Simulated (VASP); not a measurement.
Set up this calculation in VASP 6.6.1, as the native input.

| Item | Value |
| --- | --- |
| Task | single point |
| Functional | PBEsol |
| Potentials or basis | VASP PAW PBE potentials, release 64 (Pt) |
| Cutoff | 520 eV |
| k mesh | 11 × 11 × 11 |
| Occupations | methfessel-paxton, width 0.1 eV |
| Spin | no spin polarisation |
| Dipole correction | no |
| Further INCAR settings | ALGO = Normal; EDIFF = 1e-06; NBANDS = 11 |

The structure of Pt lies in POSCAR:

```
Pt
1.0
    0.0000000000      1.9581546325      1.9581546325
    1.9581546325      0.0000000000      1.9581546325
    1.9581546325      1.9581546325      0.0000000000
Pt
1
Direct
    0.0000000000      0.0000000000      0.0000000000
```

These files were run (other wordings do the same):

INCAR

```
SYSTEM = Pt
PREC = Accurate
ENCUT = 520
EDIFF = 1E-6
ISMEAR = 1
SIGMA = 0.1
LREAL = .False.
LASPH = .True.
NELM = 80
ALGO = Normal
ISIF = 2
LWAVE = .False.
LCHARG = .True.
GGA = PS
LELF = .True.
LVHAR = .True.
NBANDS = 11
```

KPOINTS

```
regular mesh
0
Gamma
  11 11 11
  0 0 0
```

Potentials or basis: VASP PAW PBE potentials, release 64 (Pt).

Command:

```console
$ cat potpaw_PBE.64/Pt/POTCAR > POTCAR
$ mpirun -np 1 vasp_std > vasp.out
```

Results of the run:

```yaml
Pressure: -0.4 GPa
Band_gap_on_the_k_mesh: zero (band 5 reaches 11.57 eV, above the bottom of band 6 at 9.44 eV)
```

Caveat: the PAW data sets were made with another functional, which shifts forces and pressure a little; spin-orbit coupling is left out, which moves the levels of the heavy elements.

Wall time 3.8 s on 1 thread of Intel(R) Xeon(R) 6975P-C (Granite Rapids), with other jobs on the host, peak memory 0.14 GiB.
